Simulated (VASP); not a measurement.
Crystal: NiGe.

```
CELL_PARAMETERS angstrom
2.67194 0.00000 0.00000
0.00000 2.67194 0.00000
0.00000 0.00000 3.63384
ATOMIC_POSITIONS crystal
Ni 0.00000 0.00000 0.00000
Ge 0.50000 0.50000 0.50000
```

```yaml
Program: VASP 6.6.1
Task: relaxation of cell and atoms
Functional: PBEsol
Potentials_or_basis: VASP PAW PBE potentials, release 64 (Ni, Ge_d)
Cutoff: 600 eV
k_mesh: 16 × 16 × 12
Occupations: gaussian, width 0.1 eV
Spin: no spin polarisation
```

At the start: pressure -4.4 GPa; volume 12.97 Å³/atom.

Task: How do energy, volume and symmetry change on relaxing?

Result: Over 14 steps the energy falls by 81.5 meV/atom and the volume is 12.58 Å³/atom (-3.0 %); space group P4/mmm (No. 123, to 0.1 Å) before, Pm-3m (No. 221, to 0.1 Å).

The path:
| step | energy change (eV) | largest force (eV/Å) | pressure (GPa) | volume (Å³) |
| --- | --- | --- | --- | --- |
| 1 | 0.0000 | 0.0000 | -4.39 | 25.94 |
| 2 | -0.0663 | 0.0000 | 3.17 | 24.61 |
| 3 | -0.0683 | 0.0000 | 4.94 | 24.37 |
| 4 | -0.1154 | 0.0000 | 1.21 | 24.95 |
| 5 | -0.1341 | 0.0000 | -1.45 | 25.40 |
| 6 | -0.1423 | 0.0000 | -5.62 | 26.19 |
| 7 | -0.1440 | 0.0000 | -3.61 | 25.79 |
| 8 | -0.1620 | 0.0000 | 1.38 | 24.94 |
| 9 | -0.1622 | 0.0000 | 0.81 | 25.03 |
| 10 | -0.1623 | 0.0000 | 0.91 | 25.01 |
| 11 | -0.1627 | 0.0000 | 0.00 | 25.16 |
| 12 | -0.1629 | 0.0000 | 0.34 | 25.10 |
| 13 | -0.1630 | 0.0000 | -0.22 | 25.19 |
| 14 | -0.1630 | 0.0000 | 0.04 | 25.15 |

Final structure:
```cif
data_structure
_symmetry_space_group_name_H-M 'P 1'
_symmetry_Int_Tables_number 1
_cell_length_a 2.9297
_cell_length_b 2.9297
_cell_length_c 2.9306
_cell_angle_alpha 90.000
_cell_angle_beta 90.000
_cell_angle_gamma 90.000
_cell_volume 25.15
loop_
_atom_site_label
_atom_site_type_symbol
_atom_site_fract_x
_atom_site_fract_y
_atom_site_fract_z
_atom_site_occupancy
Ni1 Ni 0.00000 0.00000 0.00000 1
Ge1 Ge 0.50000 0.50000 0.50000 1
```

Caveat: a cell axis changed by over 15 % at a fixed basis, so the end point is rough; the PAW data sets were made with another functional, which shifts forces and pressure a little.
